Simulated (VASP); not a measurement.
Here is a VASP 6.6.1 calculation.

INCAR

```
PREC = Accurate ; ENCUT = 520
EDIFF = 1E-6 ; ISMEAR = 0
SIGMA = 0.05 ; LREAL = False
LASPH = True ; NELM = 80
ALGO = Normal ; ISIF = 2
LWAVE = False ; LCHARG = True
LELF = True ; LVHAR = True
NBANDS = 12
```

Contents of KPOINTS:

```
regular mesh
0
Gamma
  8 8 8
```

File POSCAR:

```
CsH
1.0
    0.0000000000      3.6802771664      2.3921801581
    3.6802771664      0.0000000000      2.3921801581
    3.6802771664      3.6802771664      0.0000000000
Cs H
1 1
Direct
    0.0000000000      0.0000000000      0.0000000000
    0.5000000000      0.5000000000      0.5000000000
```

Potentials or basis: VASP PAW LDA potentials, release 64 (Cs_sv, H).

The run is started by

```bash
$ cat potpaw_LDA.64/Cs_sv/POTCAR potpaw_LDA.64/H/POTCAR > POTCAR
$ mpirun -np 1 vasp_std > vasp.out
```

Problem. What does it give for the pressure?

Solution. 4.7 GPa.

Problem. Estimate the band gap on the k mesh.

Solution. 0.64 eV, direct.

Stress tensor (GPa, compression positive):
```
-1.88  0.00  0.00
 0.00 -1.88  0.00
 0.00  0.00 17.96
```

Caveat: spin-orbit coupling is left out, which moves the levels of the heavy elements. A k mesh can miss the band edges.
